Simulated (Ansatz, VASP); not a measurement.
## Al in VASP and in Ansatz

```
CELL_PARAMETERS angstrom
0.00000 1.99178 1.99178
1.99178 0.00000 1.99178
1.99178 1.99178 0.00000
ATOMIC_POSITIONS crystal
Al 0.00000 0.00000 0.00000
```

Alike in both runs: functional LDA; k mesh 18 × 18 × 18; occupations gaussian, width 0.1 eV; no spin polarisation.

Ansatz relaxed the structure, and its values are those at the end. VASP's run is a single point on that final structure, the one shown.

|  | VASP | Ansatz |
| --- | --- | --- |
| version | VASP 6.6.1 | Ansatz 0.2.0 |
| potentials or method | VASP PAW LDA potentials, release 64 (Al), cutoff 500 eV | scalar-relativistic, plane waves, PAW |
| valence electrons in the cell | 3 | 3 |

Ansatz gave:

```
gap on the k mesh at the Fermi level (eV) : none
pressure (GPa)                            : 0.0
```

Q: What did VASP give for the same quantities?

A: gap on the k mesh at the Fermi level (eV): none; pressure (GPa): 0.1.

Ansatz warns that its potentials were made for another functional, while VASP's fit it. LDA's correlation is that of Perdew and Zunger in VASP and of Perdew and Wang (1992) in Ansatz. A gap of «none» marks a metal or a gap that the smearing closes.
